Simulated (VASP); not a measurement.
# SiC (P6_3mc) in VASP: vibrations by perturbation theory with PBE

Aim: the vibrations by perturbation theory of SiC with PBE.

Program: VASP 6.6.1. These are calculated values, not measurements. Logs are shortened: lines on timing, memory, paths and dates and some standing lists are left out, and cuts for length are marked.

## Step 1: The cell of the first run

The structure is hexagonal, space group P6_3mc (No. 186). The conventional cell has a = 3.094 Å, b = 3.094 Å, c = 10.129 Å, α = 90.00°, β = 90.00°, γ = 120.00°. Within 2.5 Å of Si (site symmetry 3m) lie 4 C at 1.90 Å. Within 2.5 Å of Si (site symmetry 3m) lie 4 C at 1.89 to 1.90 Å. C (site symmetry 3m) has 4 Si at 1.89 to 1.90 Å within 2.5 Å. C (site symmetry 3m) has 4 Si at 1.90 Å within 2.5 Å.

## Step 2: Vibrations by perturbation theory, PBE

Input file INCAR:

```
SYSTEM = SiC
  ALGO = Normal
  EDIFF = 1E-8
  ENCUT = 520
  GGA = PE
  IBRION = 8
  ISIF = 2
  ISMEAR = 0
  KPAR = 4
  LASPH = .True.
  LCHARG = .True.
  LEPSILON = .True.
  LREAL = .False.
  LWAVE = .False.
  NBANDS = 26
  NELM = 60
  NSW = 1
  PREC = Accurate
  SIGMA = 0.01
```

Input file KPOINTS:

```
k-points
0
Gamma
  12 12 4
  0 0 0
```

Input file POSCAR:

```
SiC
1.0
    3.0941201805     -0.0000000029      0.0000000000
   -1.5470600877      2.6795866801      0.0000000000
    0.0000000000      0.0000000000     10.1293392025
Si C
4 4
Direct
    0.6666666667      0.3333333333      0.9378441878
    0.3333333333      0.6666666667      0.4378441878
    0.0000000000      0.0000000000      0.6878995566
    0.0000000000      0.0000000000      0.1878995566
    0.6666666667      0.3333333333      0.7498074460
    0.3333333333      0.6666666667      0.2498074460
    0.0000000000      0.0000000000      0.5004478097
    0.0000000000      0.0000000000      0.0004478097
```

Potentials or basis: VASP PAW PBE potentials, release 64 (Si, C).

Launch:

```
$ cat potpaw_PBE.64/Si/POTCAR potpaw_PBE.64/C/POTCAR > POTCAR
$ mpirun -np 4 vasp_std > vasp.out
```

OUTCAR:

```text
SYSTEM = SiC
   EDIFF = 1E-8
   ENCUT = 520
   GGA = PE
   IBRION = 8
   ISIF = 2
   ISMEAR = 0
   LASPH = .True.
   LEPSILON = .True.
   LREAL = .False.
   NELM = 60
   NSW = 1
   PREC = Accurate

 ion  position               nearest neighbor table
   1  0.667  0.333  0.938-   8 1.90   8 1.90   8 1.90   5 1.90   3 3.10   3 3.10   3 3.10   4 3.10
                             4 3.10   4 3.10
   2  0.333  0.667  0.438-   7 1.90   7 1.90   7 1.90   6 1.90   4 3.10   4 3.10   4 3.10   3 3.10
                             3 3.10   3 3.10
   3  0.000  0.000  0.688-   5 1.89   5 1.89   5 1.89   7 1.90   1 3.10   1 3.10   1 3.10   2 3.10
                             2 3.10   2 3.10
   4  0.000  0.000  0.188-   6 1.89   6 1.89   6 1.89   8 1.90   2 3.10   2 3.10   2 3.10   1 3.10
                             1 3.10   1 3.10
   5  0.667  0.333  0.750-   3 1.89   3 1.89   3 1.89   1 1.90
   6  0.333  0.667  0.250-   4 1.89   4 1.89   4 1.89   2 1.90
   7  0.000  0.000  0.500-   2 1.90   2 1.90   2 1.90   3 1.90
   8  0.000  0.000  0.000-   1 1.90   1 1.90   1 1.90   4 1.90

  LATTYP: Found a hexagonal cell.
 ALAT       =     3.0941201805
 C/A-ratio  =     3.2737381264

  Lattice vectors:

 A1 = (   3.0941201805,  -0.0000000029,   0.0000000000)
 A2 = (  -1.5470600877,   2.6795866801,   0.0000000000)
 A3 = (   0.0000000000,   0.0000000000,  10.1293392025)

Analysis of symmetry for initial positions (statically):
=====================================================================
 Subroutine PRICEL returns:
 Original cell was already a primitive cell.

 Routine SETGRP: Setting up the symmetry group for a
[... 1040 lines left out ...]
  z    -4.21809    -4.21809     8.40358    -0.00000     0.00000     0.00000

 SECOND DERIVATIVES (NOT SYMMETRIZED)
 ------------------------------------
               1X          1Y          1Z          2X          2Y          2Z          3X          3Y          3Z          4X          4Y          4Z          5X          5Y          5Z          6X          6Y          6Z          7X          7Y          7Z          8X          8Y          8Z
  1X   -19.219746   -0.000000   -0.000000   -0.102274   -0.000000    0.000000    0.308979    0.000000    0.000000    0.342612    0.000000    0.000000    2.149152    0.000000    0.000000   -0.107622   -0.000000   -0.000000    0.237345    0.000000   -0.000000   16.391554    0.000000    0.000000
  1Y    -0.000000  -19.219746    0.000000   -0.000000   -0.102274    0.000000    0.000000    0.308979   -0.000000    0.000000    0.342612    0.000000    0.000000    2.149152    0.000000   -0.000000   -0.107622    0.000000    0.000000    0.237345    0.000000    0.000000   16.391554    0.000000
  1Z     0.000000    0.000000  -29.473179    0.000000    0.000000    2.179071    0.000000    0.000000    4.456493   -0.000000    0.000000    4.651760    0.000000    0.000000   10.248010   -0.000000   -0.000000   -1.525923    0.000000    0.000000   -2.314236    0.000000    0.000000   11.778005
  2X    -0.102274   -0.000000    0.000000  -19.219746   -0.000000    0.000000    0.342612    0.000000   -0.000000    0.308979    0.000000   -0.000000   -0.107622   -0.000000    0.000000    2.149152    0.000000    0.000000   16.391554    0.000000   -0.000000    0.237345    0.000000   -0.000000
  2Y    -0.000000   -0.102274    0.000000   -0.000000  -19.219746   -0.000000    0.000000    0.342612    0.000000    0.000000    0.308979    0.000000   -0.000000   -0.107622   -0.000000    0.000000    2.149152   -0.000000    0.000000   16.391554   -0.000000    0.000000    0.237345    0.000000
  2Z    -0.000000    0.000000    2.179071   -0.000000    0.000000  -29.473179    0.000000    0.000000    4.651760   -0.000000    0.000000    4.456493    0.000000    0.000000   -1.525923   -0.000000    0.000000   10.248010   -0.000000    0.000000   11.778005   -0.000000   -0.000000   -2.314236
  3X     0.308574    0.000000   -0.000000    0.342078    0.000000    0.000000  -19.400017   -0.000000    0.000000    0.051104    0.000000   -0.000000   16.382633    0.000000   -0.000000    0.215083    0.000000    0.000000    2.099379    0.000000   -0.000000    0.001166    0.000000   -0.000000
  3Y     0.000000    0.308574    0.000000    0.000000    0.342078   -0.000000   -0.000000  -19.400017    0.000000    0.000000    0.051104   -0.000000    0.000000   16.382633   -0.000000    0.000000    0.215083    0.000000    0.000000    2.099379   -0.000000    0.000000    0.001166    0.000000
  3Z    -0.000000    0.000000    4.429892    0.000000    0.000000    4.679648   -0.000000    0.000000  -29.616376    0.000000    0.000000    2.750463   -0.000000    0.000000   11.499286    0.000000    0.000000   -2.417768   -0.000000   -0.000000   10.414545    0.000000    0.000000   -1.739690
  4X     0.342078    0.000000    0.000000    0.308574    0.000000   -0.000000    0.051104    0.000000    0.000000  -19.400017   -0.000000   -0.000000    0.215083    0.000000   -0.000000   16.382633    0.000000    0.000000    0.001166    0.000000    0.000000    2.099379    0.000000   -0.000000
  4Y     0.000000    0.342078    0.000000    0.000000    0.308574   -0.000000    0.000000    0.051104   -0.000000   -0.000000  -19.400017    0.000000    0.000000    0.215083    0.000000    0.000000   16.382633    0.000000    0.000000    0.001166   -0.000000    0.000000    2.099379   -0.000000
  4Z    -0.000000    0.000000    4.679648    0.000000   -0.000000    4.429892   -0.000000    0.000000    2.750463    0.000000    0.000000  -29.616376   -0.000000   -0.000000   -2.417768    0.000000    0.000000   11.499286    0.000000    0.000000   -1.739690    0.000000    0.000000   10.414545
  5X     2.144776    0.000000    0.000000   -0.112483   -0.000000    0.000000   16.388084    0.000000    0.000000    0.218593    0.000000    0.000000  -18.928561   -0.000000   -0.000000    0.084530    0.000000   -0.000000    0.256037    0.000000    0.000000   -0.050976   -0.000000    0.000000
  5Y     0.000000    2.144776    0.000000   -0.000000   -0.112483    0.000000    0.000000   16.388084    0.000000    0.000000    0.218593    0.000000   -0.000000  -18.928561   -0.000000    0.000000    0.084530    0.000000    0.000000    0.256037    0.000000   -0.000000   -0.050976    0.000000
  5Z     0.000000    0.000000   10.255526    0.000000    0.000000   -1.535816   -0.000000    0.000000   11.540746   -0.000000    0.000000   -2.454312    0.000000   -0.000000  -25.678562    0.000000    0.000000    2.235154    0.000000   -0.000000    2.757695    0.000000   -0.000000    2.879569
  6X    -0.112483   -0.000000    0.000000    2.144776    0.000000    0.000000    0.218593    0.000000   -0.000000   16.388084    0.000000   -0.000000    0.084530    0.000000    0.000000  -18.928561   -0.000000    0.000000   -0.050976   -0.000000   -0.000000    0.256037    0.000000   -0.000000
  6Y    -0.000000   -0.112483    0.000000    0.000000    2.144776    0.000000    0.000000    0.218593   -0.000000    0.000000   16.388084   -0.000000    0.000000    0.084530    0.000000   -0.000000  -18.928561    0.000000   -0.000000   -0.050976    0.000000    0.000000    0.256037    0.000000
  6Z    -0.000000   -0.000000   -1.535816    0.000000   -0.000000   10.255526    0.000000    0.000000   -2.454312   -0.000000    0.000000   11.540746   -0.000000   -0.000000    2.235154    0.000000    0.000000  -25.678562   -0.000000    0.000000    2.879569   -0.000000    0.000000    2.757695
  7X     0.241749    0.000000    0.000000   16.397929    0.000000   -0.000000    2.094732    0.000000    0.000000   -0.004227   -0.000000   -0.000000    0.256096    0.000000   -0.000000   -0.051268   -0.000000    0.000000  -18.934308   -0.000000   -0.000000   -0.000703   -0.000000    0.000000
  7Y     0.000000    0.241749    0.000000    0.000000   16.397929    0.000000    0.000000    2.094732   -0.000000   -0.000000   -0.004227    0.000000    0.000000    0.256096    0.000000   -0.000000   -0.051268    0.000000   -0.000000  -18.934308    0.000000   -0.000000   -0.000703    0.000000
  7Z    -0.000000    0.000000   -2.312391    0.000000    0.000000   11.776578    0.000000   -0.000000   10.412927   -0.000000   -0.000000   -1.745920    0.000000    0.000000    2.766423   -0.000000    0.000000    2.872508   -0.000000    0.000000  -26.131260   -0.000000    0.000000    2.361135
  8X    16.397929    0.000000    0.000000    0.241749    0.000000    0.000000   -0.004227   -0.000000   -0.000000    2.094732    0.000000   -0.000000   -0.051268   -0.000000    0.000000    0.256096    0.000000    0.000000   -0.000703   -0.000000    0.000000  -18.934308   -0.000000    0.000000
  8Y     0.000000   16.397929   -0.000000    0.000000    0.241749   -0.000000   -0.000000   -0.004227   -0.000000    0.000000    2.094732    0.000000   -0.000000   -0.051268   -0.000000    0.000000    0.256096    0.000000   -0.000000   -0.000703    0.000000   -0.000000  -18.934308   -0.000000
  8Z    -0.000000   -0.000000   11.776578    0.000000    0.000000   -2.312391    0.000000    0.000000   -1.745920   -0.000000    0.000000   10.412927    0.000000    0.000000    2.872508   -0.000000   -0.000000    2.766423    0.000000   -0.000000    2.361135    0.000000    0.000000  -26.131260

 Eigenvectors and eigenvalues of the dynamical matrix
 ----------------------------------------------------

   1 f  =   26.821904 THz   168.526995 2PiTHz  894.682423 cm-1   110.926433 meV
             X         Y         Z           dx          dy          dz
      1.547060  0.893196  9.499742     0.000000   -0.000000   -0.191335
      0.000000  1.786391  4.435072     0.000000    0.000000    0.191335
      0.000000  0.000000  6.967968     0.000000   -0.000000    0.288659
      0.000000  0.000000  1.903298     0.000000   -0.000000   -0.288659
      1.547060  0.893196  7.595054    -0.000000    0.000000   -0.165001
      0.000000  1.786391  2.530384    -0.000000   -0.000000    0.165001
      0.000000  0.000000  5.069206    -0.000000   -0.000000   -0.594005
      0.000000  0.000000  0.004536    -0.000000    0.000000    0.594005
[... 243 lines left out ...]
  24 f/i=    0.001105 THz     0.006940 2PiTHz    0.036844 cm-1     0.004568 meV
             X         Y         Z           dx          dy          dz
      1.547060  0.893196  9.499742    -0.000000   -0.000000   -0.418465
      0.000000  1.786391  4.435072    -0.000000   -0.000000   -0.418465
      0.000000  0.000000  6.967968    -0.000000   -0.000000   -0.418443
      0.000000  0.000000  1.903298    -0.000000   -0.000000   -0.418443
      1.547060  0.893196  7.595054    -0.000000   -0.000000   -0.273656
      0.000000  1.786391  2.530384    -0.000000   -0.000000   -0.273656
      0.000000  0.000000  5.069206    -0.000000   -0.000000   -0.273687
      0.000000  0.000000  0.004536    -0.000000   -0.000000   -0.273687

--------------------------------------------------------------------------------------------------------

 MACROSCOPIC STATIC DIELECTRIC TENSOR IONIC CONTRIBUTION
 ------------------------------------------------------
           3.272346     0.000000     0.000000
           0.000000     3.272346    -0.000000
           0.000000    -0.000000     3.655628
 ------------------------------------------------------

 ELASTIC MODULI CONTR FROM IONIC RELAXATION (kBar)
 Direction    XX          YY          ZZ          XY          YZ          ZX
 --------------------------------------------------------------------------------
 XX        -412.5113    238.1229    169.5543     -0.0000      0.0000     -0.0000
 YY         238.1229   -412.5113    169.5543     -0.0000      0.0000      0.0000
 ZZ         169.5543    169.5543   -330.7757      0.0000     -0.0000      0.0000
 XY          -0.0000     -0.0000      0.0000   -325.3171     -0.0000     -0.0000
 YZ           0.0000      0.0000     -0.0000     -0.0000    -88.5989     -0.0000
 ZX          -0.0000      0.0000      0.0000     -0.0000     -0.0000    -94.8841
 --------------------------------------------------------------------------------

 PIEZOELECTRIC TENSOR IONIC CONTR  for field in x, y, z        (C/m^2)
          XX          YY          ZZ          XY          YZ          ZX
  --------------------------------------------------------------------------------
  x     0.00000    -0.00000    -0.00000     0.00000     0.00000     0.52268
  y    -0.00000     0.00000     0.00000    -0.00000     0.50478     0.00000
  z     0.53009     0.53009    -1.03309     0.00000    -0.00000     0.00000
```

It took 19 min on 4 MPI ranks of Intel Xeon Platinum 8488C (Sapphire Rapids), shared host; peak memory 1.2 GiB.

Results:

```yaml
Electronic_dielectric_tensor_diagonal: 7.03, 7.03, 7.32
Born_charges_mean_of_the_diagonal: Si +2.65, +2.74 (each value once); C -2.70, -2.69 (each value once) e
Highest_phonon_frequency_at_Γ_LO-TO_splitting_left_out: 895 cm⁻¹
```

Phonon frequencies in cm⁻¹ (negative: imaginary):
| q point | frequencies |
| --- | --- |
| (0.000, 0.000, 0.000) | 0 0 0 191 191 198 198 258 258 390 398 592 748 748 756 756 762 765 765 777 777 814 886 895 |

Electronic dielectric tensor:
```
7.03 0.00 0.00
0.00 7.03 0.00
0.00 0.00 7.32
```

Born effective charge tensors (e):
atom 1, Si
```
2.66 0.00 0.00
0.00 2.66 0.00
0.00 0.00 2.62
```
atom 2, Si
```
2.66 0.00 0.00
0.00 2.66 0.00
0.00 0.00 2.62
```
atom 3, Si
```
2.67 0.00 0.00
0.00 2.67 0.00
0.00 0.00 2.90
```
atom 4, Si
```
2.67 0.00 0.00
0.00 2.67 0.00
0.00 0.00 2.90
```
atom 5, C
```
-2.69  0.00  0.00
 0.00 -2.69  0.00
 0.00  0.00 -2.72
```
atom 6, C
```
-2.69  0.00  0.00
 0.00 -2.69  0.00
 0.00  0.00 -2.72
```
atom 7, C
```
-2.64  0.00  0.00
 0.00 -2.64  0.00
 0.00  0.00 -2.79
```
atom 8, C
```
-2.64  0.00  0.00
 0.00 -2.64  0.00
 0.00  0.00 -2.79
```
